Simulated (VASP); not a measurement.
# Ge (Imma) in VASP: single point with PBE

Aim: the single point of Ge with PBE.

Everything below comes from runs of VASP 6.6.1. Logs are shortened: lines on timing, memory, paths and dates and some standing lists are left out, and cuts for length are marked.

## Step 1: The cell of the first run

It takes space group Imma (No. 74, orthorhombic). Conventional cell: a = 4.074 Å, b = 4.074 Å, c = 5.761 Å, α = 90.00°, β = 90.00°, γ = 90.00°. Within 3.2 Å of Ge (site symmetry mm2) lie 4 Ge at 2.41 to 2.58 Å.

## Step 2: Single point, PBE (mode 4 (273.8 1/cm) frozen in, largest displacement +0.075 Å)

File INCAR:

```
SYSTEM = Ge
ALGO = Normal
EDIFF = 1E-7
ENCUT = 520
GGA = PE
ISIF = 2
ISMEAR = 0
LASPH = .True.
LCHARG = .False.
LREAL = .False.
LWAVE = .False.
NBANDS = 21
NELM = 60
PREC = Accurate
SIGMA = 0.15
```

File KPOINTS:

```
k-points
0
Gamma
  18 18 18
  0 0 0
```

File POSCAR:

```
Ge
1.0
    0.0000000000      2.8805347709      2.8805347709
    2.8805347709      0.0000000000      2.8805347709
    2.8805347709      2.8805347709      0.0000000000
Ge
2
Direct
    0.4869815840      0.5130184160      0.5130184160
    0.7630184160      0.7369815840      0.7369815840
```

Potentials or basis: VASP PAW PBE potentials, release 64 (Ge_d).

Launch:

```bash
cat potpaw_PBE.64/Ge_d/POTCAR > POTCAR
mpirun -np 1 vasp_std > vasp.out
```

OUTCAR:

```text
SYSTEM = Ge
   EDIFF = 1E-7
   ENCUT = 520
   GGA = PE
   ISIF = 2
   ISMEAR = 0
   LASPH = .True.
   LREAL = .False.
   NELM = 60
   PREC = Accurate

 ion  position               nearest neighbor table
   1  0.487  0.513  0.513-   2 2.41   2 2.41   2 2.58   2 2.58
   2  0.763  0.737  0.737-   1 2.41   1 2.41   1 2.58   1 2.58

  LATTYP: Found a face centered cubic cell.
 ALAT       =     5.7610695418

  Lattice vectors:

 A1 = (   0.0000000000,   2.8805347709,   2.8805347709)
 A2 = (   2.8805347709,   0.0000000000,   2.8805347709)
 A3 = (   2.8805347709,   2.8805347709,   0.0000000000)

Analysis of symmetry for initial positions (statically):
=====================================================================
 Subroutine PRICEL returns:
 Original cell was already a primitive cell.

 Routine SETGRP: Setting up the symmetry group for a
 face centered cubic supercell.

 Subroutine GETGRP returns: Found  8 space group operations
 (whereof  4 operations were pure point group operations)
 out of a pool of 48 trial point group operations.

The static configuration has the point symmetry C_2v.
 The point group associated with its full space group is D_2h.

Analysis of symmetry for dynamics (positions and initial velocities):
=====================================================================
 Subroutine PRICEL returns:
 Original cell was already a primitive cell.

 Routine SETGRP: Setting up the symmetry group for a
 face centered cubic supercell.

 Subroutine GETGRP returns: Found  8 space group operations
 (whereof  4 operations were pure point group operations)
 out of a pool of 48 trial point group operations.

The dynamic configuration has the point symmetry C_2v.
 The point group associated with its full space group is D_2h.

 Subroutine INISYM returns: Found  8 space group operations
 (whereof  4 operations are pure point group operations),
 and found     1 'primitive' translations

----------------------------------------------------------------------------------------

                                     Primitive cell

  volume of cell :      47.8024

  direct lattice vectors                    reciprocal lattice vectors
     0.000000000  2.880534771  2.880534771    -0.173578880  0.173578880  0.173578880
     2.880534771  0.000000000  2.880534771     0.173578880 -0.173578880  0.173578880
     2.880534771  2.880534771  0.000000000     0.173578880  0.173578880 -0.173578880

  length of vectors
     4.073691340  4.073691340  4.073691340     0.300647440  0.300647440  0.300647440

  position of ions in fractional coordinates (direct lattice)
     0.486981584  0.513018416  0.513018416
     0.763018416  0.736981584  0.736981584

  ion indices of the primitive-cell ions
   primitive index   ion index
                 1           1
                 2           2

----------------------------------------------------------------------------------------

 KPOINTS: k-points

Automatic generation of k-mesh.
 Grid dimensions read from file:
 generate k-points for:   18   18   18

 Generating k-lattice:

  Cartesian coordinates                     Fractional coordinates (reciprocal lattice)
    -0.009643271  0.009643271  0.009643271     0.055555556  0.000000000  0.000000000
     0.009643271 -0.009643271  0.009643271     0.000000000  0.055555556  0.000000000
     0.009643271  0.009643271 -0.009643271     0.000000000  0.000000000  0.055555556

  Length of vectors
     0.016702636  0.016702636  0.016702636

  Shift w.r.t. Gamma in fractional coordinates (k-lattice)
     0.000000000  0.000000000  0.000000000

 Subroutine IBZKPT returns following result:
 ===========================================

 Found    865 irreducible k-points:

 Following reciprocal coordinates:
            Coordinates               Weight
  0.000000  0.000000  0.000000      1.000000
  0.055556  0.000000  0.000000      4.000000
  0.000000  0.055556  0.000000      4.000000
  0.111111  0.000000  0.000000      4.000000
  0.000000  0.111111  0.000000      4.000000
  0.166667  0.000000  0.000000      4.000000
[... 16 lines left out ...]
  0.000000  0.111111  0.055556      4.000000
  0.055556  0.000000  0.111111      8.000000
 [... further k-points ...]
   k-points           NKPTS =    865   k-points in BZ     NKDIM =    865   number of bands    NBANDS=     21
   number of dos      NEDOS =    301   number of ions     NIONS =      2
   total plane-waves  NPLWV =  27000
   dimension x,y,z NGX =    30 NGY =   30 NGZ =   30
   dimension x,y,z NGXF=    60 NGYF=   60 NGZF=   60
   ions per type =               2
   NGX,Y,Z   is equivalent  to a cutoff of  12.24, 12.24, 12.24 a.u.
   NGXF,Y,Z  is equivalent  to a cutoff of  24.49, 24.49, 24.49 a.u.
 SYSTEM =  Ge
   PREC   = accura    normal or accurate (medium, high low for compatibility)
   ISTART =      0    job   : 0-new  1-cont  2-samecut
   ICHARG =      2    charge: 1-file 2-atom 10-const
   ISPIN  =      1    spin polarized calculation?
   LNONCOLLINEAR =      F non collinear calculations
   LSORBIT =      F    spin-orbit coupling
   LASPH  =      T    aspherical Exc in radial PAW
   ENCUT  =  520.0 eV  38.22 Ry    6.18 a.u.   7.57  7.57  7.57*2*pi/ulx,y,z
   NELM   =     60;   NELMIN=  2; NELMDL= -5     # of ELM steps
   EDIFF  = 0.1E-06   stopping-criterion for ELM
   LREAL  =      F    real-space projection
   EDIFFG = 0.1E-05   stopping-criterion for IOM
   NSW    =      0    number of steps for IOM
   IBRION =     -1    ionic relax: 0-MD 1-quasi-New 2-CG
   NFREE  =      0    steps in history (QN), initial steepest desc. (CG)
   ISIF   =      2    stress and relaxation
   ISYM   =      2    0-nonsym 1-usesym 2-fastsym
   POTIM  = 0.5000    time-step for ionic-motion
   TEBEG  =    0.0;   TEEND  =   0.0 temperature during run
   PSTRESS=    0.0 pullay stress
   NELECT =      28.0000    total number of electrons
   NUPDOWN=      -1.0000    fix difference up-down
   EMIN   =  10.00;   EMAX   =-10.00  energy-range for DOS
   EFERMI =   0.00;   METHOD = LEGACY
   ISMEAR =     0;   SIGMA  =   0.15  broadening in eV -4-tet -1-fermi 0-gaus
   EFERMI_NEDOS =   21; number of points for ismear=-14 and -15
   IALGO  =     38    algorithm
   IMIX   =      4    mixing-type and parameters
     AMIX     =   0.40;   BMIX     =  1.00
     AMIX_MAG =   1.60;   BMIX_MAG =  1.00
  volume/ion in A,a.u.               =      23.90       161.29
  Fermi-wavevector in a.u.,A,eV,Ry     =   1.369760  2.588471 25.527818  1.876242
  Thomas-Fermi vector in A             =   2.495606
   LORBIT       =      0    0 simple, 1 ext, 2 COOP (PROOUT), +10 PAW based schemes
   GGA     = PE    functional components
   LHFCALC =     F    Hartree Fock is set to
   AEXX    =    0.0000 exact exchange contribution
   IVDW    =     0    specifies the selected vdW correction
   LEPSILON=     F    determine dielectric tensor
   LRPA    =     F    only Hartree local field effects (RPA)
 non-spin polarized calculation
 Gauss-broadening in eV      SIGMA  =   0.15
  energy-cutoff  :      520.00
  volume of cell :       47.80
 maximum number of plane-waves:      1307
   NGX = 15   NGY = 15   NGZ = 15

 number of electron      27.9999994 magnetization

 Free energy of the ion-electron system (eV)
  ---------------------------------------------------
  ext. energy  EPLUGINS =         0.00000000
  ---------------------------------------------------
  free energy    TOTEN  =        -8.92523920 eV

  energy without entropy =       -8.92401985  energy(sigma->0) =       -8.92462952

 E-fermi :   4.6558     XC(G=0):  -9.6747

 val. band max:        4.6330154072   @ k =   0.0000   0.2778   0.0000
 cond. band min:       4.6985264717   @ k =   0.0556   0.0000  -0.4444
 fundamental gap:      0.0655110645
 Fermi energy:         4.6558313483

 k-point     1 :       0.0000    0.0000    0.0000
  band No.  band energies     occupation
      1     -20.3181      2.00000
      2     -20.3050      2.00000
      3     -20.2659      2.00000
      4     -20.2646      2.00000
      5     -20.2594      2.00000
      6     -20.0965      2.00000
[... 13 lines left out ...]
     20      13.8021      0.00000
     21      13.8551      0.00000

 k-point     2 :       0.0556    0.0000    0.0000
  band No.  band energies     occupation
      1     -20.3199      2.00000
      2     -20.3063      2.00000
      3     -20.2736      2.00000
      4     -20.2564      2.00000
      5     -20.2562      2.00000
      6     -20.0982      2.00000
[... 13 lines left out ...]
     20      13.4454      0.00000
     21      13.5462      0.00000

 k-point     3 :       0.0000    0.0556    0.0000
  band No.  band energies     occupation
      1     -20.3189      2.00000
      2     -20.3054      2.00000
      3     -20.2647      2.00000
      4     -20.2642      2.00000
      5     -20.2580      2.00000
      6     -20.0971      2.00000
[... 13 lines left out ...]
     20      13.5492      0.00000
     21      13.5642      0.00000

 k-point     4 :       0.1111    0.0000    0.0000
  band No.  band energies     occupation
      1     -20.3249      2.00000
      2     -20.3089      2.00000
      3     -20.2806      2.00000
      4     -20.2492      2.00000
      5     -20.2469      2.00000
      6     -20.1023      2.00000
[... 13 lines left out ...]
     20      12.9730      0.00000
     21      13.0652      0.00000

 k-point     5 :       0.0000    0.1111    0.0000
  band No.  band energies     occupation
      1     -20.3212      2.00000
      2     -20.3062      2.00000
      3     -20.2628      2.00000
      4     -20.2613      2.00000
      5     -20.2542      2.00000
      6     -20.0987      2.00000
[... 13 lines left out ...]
     20      13.1258      0.00000
     21      13.1674      0.00000

 k-point     6 :       0.1667    0.0000    0.0000
  band No.  band energies     occupation
      1     -20.3312      2.00000
      2     -20.3120      2.00000
      3     -20.2861      2.00000
      4     -20.2405      2.00000
      5     -20.2380      2.00000
      6     -20.1074      2.00000
[... 13 lines left out ...]
     20      12.6679      0.00000
     21      12.7288      0.00000

 k-point     7 :       0.0000    0.1667    0.0000
  band No.  band energies     occupation
      1     -20.3241      2.00000
      2     -20.3071      2.00000
      3     -20.2603      2.00000
      4     -20.2567      2.00000
      5     -20.2490      2.00000
      6     -20.1016      2.00000
[... 13 lines left out ...]
     20      12.8083      0.00000
     21      12.9472      0.00000
[... 291 lines left out ...]
      1     -20.3203      2.00000
      2     -20.3063      2.00000
      3     -20.2729      2.00000
      4     -20.2572      2.00000
      5     -20.2547      2.00000
      6     -20.0999      2.00000
[... 13 lines left out ...]
     20      13.0758      0.00000
     21      13.8922      0.00000

 k-point    21 :       0.0000    0.0556    0.0556
  band No.  band energies     occupation
      1     -20.3190      2.00000
      2     -20.3059      2.00000
      3     -20.2658      2.00000
      4     -20.2645      2.00000
      5     -20.2561      2.00000
      6     -20.0949      2.00000
[... 13 lines left out ...]
     20      13.1271      0.00000
     21      13.8528      0.00000

 k-point    22 :       0.1111    0.0556    0.0000
  band No.  band energies     occupation
      1     -20.3243      2.00000
      2     -20.3094      2.00000
      3     -20.2803      2.00000
      4     -20.2510      2.00000
      5     -20.2451      2.00000
      6     -20.1054      2.00000
[... 13 lines left out ...]
     20      12.5425      0.00000
     21      13.6167      0.00000

 k-point    23 :       0.0000    0.1111    0.0556
  band No.  band energies     occupation
      1     -20.3205      2.00000
      2     -20.3067      2.00000
      3     -20.2665      2.00000
      4     -20.2620      2.00000
      5     -20.2518      2.00000
      6     -20.0940      2.00000
[... 13 lines left out ...]
     20      12.6459      0.00000
     21      13.6767      0.00000

 k-point    24 :       0.0556    0.0000    0.1111
  band No.  band energies     occupation
      1     -20.3223      2.00000
      2     -20.3067      2.00000
      3     -20.2706      2.00000
      4     -20.2555      2.00000
      5     -20.2516      2.00000
      6     -20.1029      2.00000
[... 13 lines left out ...]
     20      12.6163      0.00000
     21      13.7339      0.00000

 [... further k-points ...]
[... 5 lines left out ...]
  --------------------------------------------------------------------------------------
  -------------------------------------------------------------------------------------
  Total        0.0080605      0.2404232      0.2404232      0.0000000      1.1295036      0.0000000
  in kB        0.2701625      8.0581920      8.0581920      0.0000000     37.8572315      0.0000000
  external PRESSURE =       5.4621821 kB  Pullay stress =       0.0000000 kB

 VOLUME and BASIS-vectors are now :
 -----------------------------------------------------------------------------
  energy-cutoff  :      520.00
  volume of cell :       47.80
      direct lattice vectors                 reciprocal lattice vectors
     0.000000000  2.880534771  2.880534771    -0.173578880  0.173578880  0.173578880
     2.880534771  0.000000000  2.880534771     0.173578880 -0.173578880  0.173578880
     2.880534771  2.880534771  0.000000000     0.173578880  0.173578880 -0.173578880

 POSITION                                       TOTAL-FORCE (eV/Angst)
 -----------------------------------------------------------------------------------
      2.95553      2.88053      2.88053        -1.482748      0.000000      0.000000
      4.24580      4.32080      4.32080         1.482748      0.000000      0.000000
 -----------------------------------------------------------------------------------
    total drift:                               -0.000000      0.000000     -0.000000

  FREE ENERGIE OF THE ION-ELECTRON SYSTEM (eV)
  ---------------------------------------------------
  free  energy   TOTEN  =        -8.9252391969 eV

  energy  without entropy=       -8.9240198480  energy(sigma->0) =       -8.92462952
```

Run time: 16 min. Hardware: 1 thread of AMD EPYC 7R13, shared host; peak memory 0.68 GiB.

What came out:

```
Free energy            : -8.9252 eV
Pressure               : 0.5 GPa
Largest force          : 1.483 eV/Å
Band gap on the k mesh : zero (band 14 reaches 5.06 eV, above the bottom of band 15 at 4.25 eV)
```

Forces on the atoms (eV/Å):
```
Ge  -1.483  0.000  0.000
Ge   1.483  0.000  0.000
```

Stress tensor (GPa, compression positive):
```
0.03 0.00 0.00
0.00 0.81 3.79
0.00 3.79 0.81
```

Caveat: the cell differs from its parent crystal (mode 4 (273.8 1/cm) frozen in, largest displacement +0.075 Å); forces of over 1 eV/Å act on the atoms, so gaps and moduli don't describe the material at rest.
